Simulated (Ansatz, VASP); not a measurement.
One calculation of Ir, two programs

```
Ir
1.0
    -0.06773    1.93518    1.71747
     1.93518   -0.06773    1.71747
     1.86745    1.86745    0.00000
Ir
1
Direct
  0.00000 0.00000 0.00000
```

Change from the starting cell: engineering shear strain xy -0.0700, normal strain along z -0.1125.

Alike in both runs: task single point; functional PBE; k mesh 20 × 20 × 20; occupations gaussian, width 0.15 eV; no spin polarisation.

|  | VASP | Ansatz |
| --- | --- | --- |
| version | VASP 6.6.1 | Ansatz 0.2.0 |
| potentials or method | VASP PAW PBE potentials, release 64 (Ir), cutoff 520 eV | scalar-relativistic, plane waves, PAW |
| valence electrons in the cell | 9 | 17 |

|  | VASP | Ansatz | Ansatz less VASP |
| --- | --- | --- | --- |
| gap on the k mesh at the Fermi level (eV) | none | none | - |
| pressure (GPa) | 63.6 | 61.9 | -1.67 |
| traceless stress, the component that is largest in VASP (GPa) | 28.43 | 28.54 | +0.113 |

A gap of «none» marks a metal or a gap that the smearing closes. Both programs put the cell under a high pressure, so it lies far from rest at this level. VASP's potentials hold 9 valence electrons a cell and Ansatz's 17, so a difference there can come from the potentials and not from the codes.

Spin-orbit coupling is off throughout. Noted on VASP's run: the cell as given lies far from equilibrium.
